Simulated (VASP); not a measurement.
# Pt3Rh5 (R-3m) in VASP: a series of runs

Runs on Pt3Rh5. Level: PBE. Tasks: single point, relaxation of cell and atoms.

Everything below comes from runs of VASP 6.6.1. Logs are shortened: lines on timing, memory, paths and dates and some standing lists are left out, and cuts for length are marked.

### 1 The cell of the first run

The structure is trigonal, space group R-3m (No. 166). Conventional cell: a = 5.503 Å, b = 5.503 Å, c = 13.403 Å, α = 90.00°, β = 90.00°, γ = 120.00°. Within 3.6 Å of Rh (site symmetry 2/m) lie 8 Rh at 2.74 to 2.75 Å and 4 Pt at 2.74 Å. Within 3.6 Å of Rh (site symmetry -3m) lie 6 Rh at 2.74 Å and 6 Pt at 2.75 Å. Within 3.6 Å of Rh (site symmetry -3m) lie 6 Pt at 2.74 Å and 6 Rh at 2.75 Å. Pt (site symmetry 2/m) has 8 Rh at 2.74 to 2.75 Å and 4 Pt at 2.75 Å within 3.6 Å.

### 2 Single point, PBE

INCAR reads:

```
  PREC = Accurate
  ENCUT = 520
  EDIFF = 1E-6
  ISMEAR = 0
  SIGMA = 0.1
  LREAL = F
  LASPH = T
  NELM = 60
  ALGO = Normal
  ISIF = 2
  LWAVE = F
  LCHARG = F
  GGA = PE
  NBANDS = 62
```

KPOINTS reads:

```
regular mesh
0
Gamma
  6 6 6
```

POSCAR reads:

```
Pt3Rh5
1.0
   -0.0146920446      3.8763858479      3.8763858479
    3.8763858479     -0.0146920446      3.8763858479
    3.8763858479      3.8763858479     -0.0146920446
Rh Pt
5 3
Direct
    0.0000000000      0.0000000000      0.0000000000
    0.0000000000      0.0000000000      0.5000000000
    0.0000000000      0.5000000000      0.5000000000
    0.5000000000      0.0000000000      0.5000000000
    0.5000000000      0.5000000000      0.0000000000
    0.0000000000      0.5000000000      0.0000000000
    0.5000000000      0.0000000000      0.0000000000
    0.5000000000      0.5000000000      0.5000000000
```

Potentials or basis: VASP PAW PBE potentials, release 64 (Rh_pv, Pt).

Command:

```sh
cat potpaw_PBE.64/Rh_pv/POTCAR potpaw_PBE.64/Pt/POTCAR > POTCAR
mpirun -np 1 vasp_std > vasp.out
```

OUTCAR:

```text
PREC = Accurate
   ENCUT = 520
   EDIFF = 1E-6
   ISMEAR = 0
   LREAL = F
   LASPH = T
   NELM = 60
   ISIF = 2
   GGA = PE

 ion  position               nearest neighbor table
   1  0.000  0.000  0.000-   2 2.74   6 2.74   7 2.74   2 2.74   6 2.74   7 2.74   3 2.75   5 2.75
                             3 2.75   4 2.75   5 2.75   4 2.75
   2  0.000  0.000  0.500-   1 2.74   3 2.74   4 2.74   1 2.74   3 2.74   4 2.74   6 2.75   6 2.75
                             8 2.75   7 2.75   7 2.75   8 2.75
   3  0.000  0.500  0.500-   2 2.74   6 2.74   8 2.74   6 2.74   2 2.74   8 2.74   1 2.75   5 2.75
                             4 2.75   4 2.75   5 2.75   1 2.75
   4  0.500  0.000  0.500-   2 2.74   7 2.74   8 2.74   7 2.74   8 2.74   2 2.74   3 2.75   5 2.75
                             5 2.75   1 2.75   1 2.75   3 2.75
   5  0.500  0.500  0.000-   6 2.74   7 2.74   8 2.74   8 2.74   7 2.74   6 2.74   1 2.75   4 2.75
                             4 2.75   1 2.75   3 2.75   3 2.75
   6  0.000  0.500  0.000-   1 2.74   3 2.74   5 2.74   3 2.74   1 2.74   5 2.74   2 2.75   2 2.75
                             7 2.75   8 2.75   7 2.75   8 2.75
   7  0.500  0.000  0.000-   1 2.74   4 2.74   5 2.74   4 2.74   5 2.74   1 2.74   2 2.75   6 2.75
                             8 2.75   8 2.75   2 2.75   6 2.75
   8  0.500  0.500  0.500-   3 2.74   4 2.74   5 2.74   5 2.74   4 2.74   3 2.74   2 2.75   6 2.75
                             7 2.75   2 2.75   7 2.75   6 2.75

  LATTYP: Found a trigonal (rhomboedric) cell.
 ALAT       =     5.4820571266
 COS(alpha) =     0.4962062961

  Lattice vectors:

 A1 = (  -0.0146920446,   3.8763858479,   3.8763858479)
 A2 = (   3.8763858479,  -0.0146920446,   3.8763858479)
 A3 = (   3.8763858479,   3.8763858479,  -0.0146920446)

Analysis of symmetry for initial positions (statically):
=====================================================================
 Subroutine PRICEL returns:
 Original cell was already a primitive cell.

 Routine SETGRP: Setting up the symmetry group for a
 trigonal (rhombohedral) supercell.

 Subroutine GETGRP returns: Found 12 space group operations
 (whereof  4 operations were pure point group operations)
 out of a pool of 12 trial point group operations.

The static configuration has the point symmetry C_2h.
 The point group associated with its full space group is D_3d.

Analysis of symmetry for dynamics (positions and initial velocities):
=====================================================================
 Subroutine PRICEL returns:
 Original cell was already a primitive cell.

 Routine SETGRP: Setting up the symmetry group for a
 trigonal (rhombohedral) supercell.

 Subroutine GETGRP returns: Found 12 space group operations
 (whereof  4 operations were pure point group operations)
[... 126 lines left out ...]
   NELECT =     105.0000    total number of electrons
   NUPDOWN=      -1.0000    fix difference up-down
   EMIN   =  10.00;   EMAX   =-10.00  energy-range for DOS
   EFERMI =   0.00;   METHOD = LEGACY
   ISMEAR =     0;   SIGMA  =   0.10  broadening in eV -4-tet -1-fermi 0-gaus
   EFERMI_NEDOS =   21; number of points for ismear=-14 and -15
   IALGO  =     38    algorithm
   IMIX   =      4    mixing-type and parameters
     AMIX     =   0.40;   BMIX     =  1.00
     AMIX_MAG =   1.60;   BMIX_MAG =  1.00
  volume/ion in A,a.u.               =      14.64        98.83
  Fermi-wavevector in a.u.,A,eV,Ry     =   1.578387  2.982720 33.896283  2.491307
  Thomas-Fermi vector in A             =   2.678926
   LORBIT       =      0    0 simple, 1 ext, 2 COOP (PROOUT), +10 PAW based schemes
   GGA     = PE    functional components
   LHFCALC =     F    Hartree Fock is set to
   AEXX    =    0.0000 exact exchange contribution
   IVDW    =     0    specifies the selected vdW correction
   LEPSILON=     F    determine dielectric tensor
   LRPA    =     F    only Hartree local field effects (RPA)
 non-spin polarized calculation
 Gauss-broadening in eV      SIGMA  =   0.10
  energy-cutoff  :      520.00
  volume of cell :      117.16
 maximum number of plane-waves:      3176
 NGX is ok and might be reduce to    42
   NGX = 21   NGY = 21   NGZ = 21

 number of electron     104.9999970 magnetization

 Free energy of the ion-electron system (eV)
  ---------------------------------------------------
  ext. energy  EPLUGINS =         0.00000000
  ---------------------------------------------------
  free energy    TOTEN  =       -54.65719956 eV

  energy without entropy =      -54.57278957  energy(sigma->0) =      -54.61499457

 E-fermi :  11.1802     XC(G=0): -13.6458

 val. band max:       11.1792744758   @ k =  -0.3333   0.5000   0.3333
 cond. band min:      11.1808347789   @ k =  -0.3333   0.1667  -0.0000
 fundamental gap:      0.0015603031
 Fermi energy:        11.1801716726

 k-point     1 :       0.0000    0.0000    0.0000
  band No.  band energies     occupation
      1     -35.6020      2.00000
      2     -35.5315      2.00000
      3     -35.5315      2.00000
      4     -35.4222      2.00000
      5     -35.3924      2.00000
      6     -35.3924      2.00000
[... 1549 lines left out ...]
     61      15.4734      0.00000
     62      17.3932      0.00000

 [... further k-points ...]

------------------------ aborting loop because EDIFF is reached ----------------------------------------

  FORCE on cell =-STRESS in cart. coord.  units (eV):
  Direction    XX          YY          ZZ          XY          YZ          ZX
  --------------------------------------------------------------------------------------
  -------------------------------------------------------------------------------------
  Total       -0.1243925     -0.1243925     -0.1243925      0.0154349      0.0154349      0.0154349
  in kB       -1.7011080     -1.7011080     -1.7011080      0.2110768      0.2110768      0.2110768
  external PRESSURE =      -1.7011080 kB  Pullay stress =       0.0000000 kB

 VOLUME and BASIS-vectors are now :
 -----------------------------------------------------------------------------
  energy-cutoff  :      520.00
  volume of cell :      117.16
      direct lattice vectors                 reciprocal lattice vectors
    -0.014692045  3.876385848  3.876385848    -0.128255121  0.128743075  0.128743075
     3.876385848 -0.014692045  3.876385848     0.128743075 -0.128255121  0.128743075
     3.876385848  3.876385848 -0.014692045     0.128743075  0.128743075 -0.128255121

 POSITION                                       TOTAL-FORCE (eV/Angst)
 -----------------------------------------------------------------------------------
      0.00000      0.00000      0.00000         0.000000      0.000000     -0.000000
      1.93819      1.93819     -0.00735        -0.000000      0.000000      0.000000
      3.87639      1.93085      1.93085        -0.000000      0.000000      0.000000
      1.93085      3.87639      1.93085        -0.000000     -0.000000      0.000000
      1.93085      1.93085      3.87639        -0.000000      0.000000     -0.000000
      1.93819     -0.00735      1.93819         0.000000     -0.000000      0.000000
     -0.00735      1.93819      1.93819         0.000000      0.000000     -0.000000
      3.86904      3.86904      3.86904         0.000000     -0.000000      0.000000
 -----------------------------------------------------------------------------------
    total drift:                               -0.000000     -0.000000      0.000000

  FREE ENERGIE OF THE ION-ELECTRON SYSTEM (eV)
  ---------------------------------------------------
  free  energy   TOTEN  =       -54.6571995595 eV

  energy  without entropy=      -54.5727895710  energy(sigma->0) =      -54.61499457
```

OSZICAR:

```text
N       E                     dE             d eps       ncg     rms          rms(c)
DAV:   1     0.125512009376E+04    0.12551E+04   -0.61416E+04  4144   0.184E+03
DAV:   2    -0.390876487862E+01   -0.12590E+04   -0.12264E+04  4240   0.554E+02
DAV:   3    -0.578348266582E+02   -0.53926E+02   -0.50413E+02  4474   0.112E+02
DAV:   4    -0.589083793174E+02   -0.10736E+01   -0.10682E+01  4298   0.152E+01
DAV:   5    -0.589277063220E+02   -0.19327E-01   -0.19322E-01  4588   0.203E+00    0.290E+01
DAV:   6    -0.565268287529E+02    0.24009E+01   -0.17861E+01  4336   0.247E+01    0.217E+01
DAV:   7    -0.559619847996E+02    0.56484E+00   -0.18886E+01  4346   0.255E+01    0.127E+01
DAV:   8    -0.552647323479E+02    0.69725E+00   -0.86768E+00  4322   0.180E+01    0.860E+00
DAV:   9    -0.546893049852E+02    0.57543E+00   -0.24826E+00  4376   0.103E+01    0.337E+00
DAV:  10    -0.546937694092E+02   -0.44644E-02   -0.30100E-01  4372   0.413E+00    0.194E+00
DAV:  11    -0.546584022069E+02    0.35367E-01   -0.13642E-01  4396   0.281E+00    0.560E-01
DAV:  12    -0.546572145852E+02    0.11876E-02   -0.80170E-03  4374   0.703E-01    0.145E-01
DAV:  13    -0.546571983694E+02    0.16216E-04   -0.70020E-04  4272   0.224E-01    0.588E-02
DAV:  14    -0.546572001202E+02   -0.17508E-05   -0.45703E-05  4500   0.529E-02    0.117E-02
DAV:  15    -0.546571995595E+02    0.56073E-06   -0.44395E-06  3440   0.178E-02
   1 F= -.54657200E+02 E0= -.54614995E+02  d E =-.844100E-01
```

It took 7.2 min on 1 thread of Intel Xeon 8259CL, shared host; peak memory 0.35 GiB.

Results:

```yaml
Free_energy: -54.6572 eV
Pressure: -0.2 GPa
Band_gap_on_the_k_mesh: zero (an odd number of electrons rules out a gap without spin polarisation)
```

Caveat: spin-orbit coupling is left out, which moves the levels of the heavy elements.

### 3 Relaxation of cell and atoms, PBE

INCAR reads:

```
PREC = Accurate
ENCUT = 600
EDIFF = 1E-7
ISMEAR = 0
SIGMA = 0.1
LREAL = False
LASPH = True
NELM = 60
ALGO = Normal
ISIF = 3
LWAVE = False
LCHARG = False
GGA = PE
IBRION = 2
NSW = 50
EDIFFG = -0.02
```

KPOINTS reads:

```
Automatic mesh
0
Gamma
  6 6 6
```

POSCAR is that of step 2.

Potentials or basis: VASP PAW PBE potentials, release 64 (Rh_pv, Pt).

Command:

```sh
cat potpaw_PBE.64/Rh_pv/POTCAR potpaw_PBE.64/Pt/POTCAR > POTCAR
mpirun -np 1 vasp_std > vasp.out
```

Run time: 7.6 min. Hardware: 1 thread of Oxide Virtual Turin-like, shared host; peak memory 0.41 GiB.

Results (log left out):

* Free energy: -54.6590 eV
* Pressure after relaxing: -0.2 GPa
* Band gap on the k mesh: zero (an odd number of electrons rules out a gap without spin polarisation)

Final structure:
```yaml
crystal:
  lattice:
    - [-0.01469, 3.87639, 3.87639]
    - [3.87639, -0.01469, 3.87639]
    - [3.87639, 3.87639, -0.01469]
  atoms:
    - { symbol: Rh, position: [0.00000, 0.00000, 0.00000] }
    - { symbol: Rh, position: [0.00000, 0.00000, 0.50000] }
    - { symbol: Rh, position: [0.00000, 0.50000, 0.50000] }
    - { symbol: Rh, position: [0.50000, 0.00000, 0.50000] }
    - { symbol: Rh, position: [0.50000, 0.50000, 0.00000] }
    - { symbol: Pt, position: [0.00000, 0.50000, 0.00000] }
    - { symbol: Pt, position: [0.50000, 0.00000, 0.00000] }
    - { symbol: Pt, position: [0.50000, 0.50000, 0.50000] }
```

Levels at points of the mesh, in eV from the Fermi level:
| k point | band 48 | band 49 | band 50 | band 51 | band 52 | band 53 | band 54 | band 55 |
| --- | --- | --- | --- | --- | --- | --- | --- | --- |
| (0.00, 0.00, 0.00) | 0.33 | 0.35 | 0.35 | 0.39 | 0.41 | 0.46 | 0.46 | 0.74 |
| (0.50, 0.00, 0.00) | -1.07 | -0.94 | -0.85 | -0.84 | 0.26 | 0.42 | 0.47 | 0.49 |
| (0.50, 0.50, 0.00) | -1.45 | -1.30 | -1.26 | -1.12 | -1.11 | -1.09 | -0.48 | -0.37 |
| (0.50, 0.50, 0.50) | -1.21 | -1.21 | -0.78 | -0.78 | 0.09 | 0.31 | 0.31 | 0.62 |

Caveat: the relaxation stopped at its first step, so nothing moved; spin-orbit coupling is left out, which moves the levels of the heavy elements.
